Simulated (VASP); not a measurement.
The system is PbF2.

```
Pb F
1.0
     0.00000    2.94928    2.94928
     2.94928    0.00000    2.94928
     2.94928    2.94928    0.00000
Pb F
1 2
Direct
  0.00000 0.00000 0.00000
  0.25000 0.25000 0.25000
  0.75000 0.75000 0.75000
```

Base run:

| Quantity | Value |
| --- | --- |
| Program | VASP 6.6.1 |
| Functional | r2SCAN |
| Potentials or basis | VASP PAW PBE potentials, release 64 (Pb_d, F) |
| Cutoff | 520 eV |
| k mesh | 7 × 7 × 7 |
| Occupations | fermi-dirac, width 0.05 eV |
| Spin | no spin polarisation |

Its results: band gap on the k mesh 4.95 eV, indirect (least direct gap 5.17 eV); pressure 0.8 GPa.

Task: The run is repeated on the same cell with these changes: functional from r2SCAN to PBEsol; further incar settings from ALGO = Normal; EDIFF = 1e-07; NBANDS = 21 to ALGO = Normal; EDIFF = 1e-06; NBANDS = 21. What comes out?

Result: Band gap on the k mesh 4.34 eV, indirect (least direct gap 4.57 eV); pressure -0.2 GPa.

Caveats: the PAW data sets were made with another functional, which shifts forces and pressure a little; spin-orbit coupling is left out, which moves the levels of the heavy elements.

A k mesh can miss the band edges.
